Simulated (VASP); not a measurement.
Write the native input for VASP 6.6.1 that does the following.

```yaml
Task: single point
Functional: r2SCAN
Potentials_or_basis: VASP PAW PBE potentials, release 64 (C)
Cutoff: 520 eV
k_mesh: 11 × 11 × 11
Occupations: fermi-dirac, width 0.1 eV
Spin: no spin polarisation
Dipole_correction: no
Further_INCAR_settings: ALGO = Normal; EDIFF = 1e-06; NBANDS = 16
```

C:

```
CELL_PARAMETERS angstrom
1.22283 0.70600 8.21301
-1.22283 0.70600 8.21301
0.00000 -1.41199 8.21301
ATOMIC_POSITIONS crystal
C 0.91283 0.91283 0.91283
C 0.24615 0.24615 0.24615
C 0.75385 0.75385 0.75385
C 0.08717 0.08717 0.08717
```

The input as run:

POSCAR

```
C
1.0
    1.2228265689      0.7059966919      8.2130148605
   -1.2228265689      0.7059966919      8.2130148605
    0.0000000000     -1.4119933838      8.2130148605
C
4
Direct
    0.9128300000      0.9128300000      0.9128300000
    0.2461500000      0.2461500000      0.2461500000
    0.7538500000      0.7538500000      0.7538500000
    0.0871700000      0.0871700000      0.0871700000
```

INCAR.step1

```
SYSTEM = C
PREC     = Accurate       ! precision mode
ENCUT    = 520            ! plane-wave cutoff, eV
ISMEAR   = -1             ! smearing method
SIGMA    = 0.1            ! smearing width, eV
LREAL    = .FALSE.        ! projectors in reciprocal space
LASPH    = .TRUE.         ! aspherical terms in the spheres
NELM     = 60             ! most SCF steps
NBANDS   = 16             ! bands
GGA      = PE             ! functional
ALGO     = Normal         ! electronic algorithm
EDIFF    = 1E-4           ! SCF threshold, eV
LWAVE    = .TRUE.         ! write WAVECAR
LCHARG   = .FALSE.        ! write CHGCAR
```

INCAR.step2

```
SYSTEM = C
PREC     = Accurate       ! precision mode
ENCUT    = 520            ! plane-wave cutoff, eV
EDIFF    = 1E-6           ! SCF threshold, eV
ISMEAR   = -1             ! smearing method
SIGMA    = 0.1            ! smearing width, eV
LREAL    = .FALSE.        ! projectors in reciprocal space
LASPH    = .TRUE.         ! aspherical terms in the spheres
NELM     = 60             ! most SCF steps
ALGO     = Normal         ! electronic algorithm
ISIF     = 2              ! what is computed and relaxed
LWAVE    = .FALSE.        ! write WAVECAR
LCHARG   = .TRUE.         ! write CHGCAR
METAGGA  = R2SCAN         ! meta-GGA
LMIXTAU  = .TRUE.       
LELF     = .TRUE.         ! ELF
LVHAR    = .TRUE.       
NBANDS   = 16             ! bands
ISTART   = 1
```

KPOINTS

```
Automatic mesh
0
G
  11 11 11
  0 0 0
```

Potentials or basis: VASP PAW PBE potentials, release 64 (C).

The run is started by

```sh
$ cat potpaw_PBE.64/C/POTCAR > POTCAR
$ cp INCAR.step1 INCAR
$ mpirun -np 1 vasp_std > vasp.out
$ cp INCAR.step2 INCAR
$ mpirun -np 1 vasp_std > vasp.out
```

It gave:

```yaml
Pressure: 3.4 GPa
Largest_force: 0.011 eV/Å
```

Caveat: the cell stands under pressure; the PAW data sets were made with another functional, which shifts forces and pressure a little.

Wall time 43 min on 1 thread of Intel(R) Xeon(R) 6975P-C (Granite Rapids), on a shared host, peak memory 0.6 GiB.
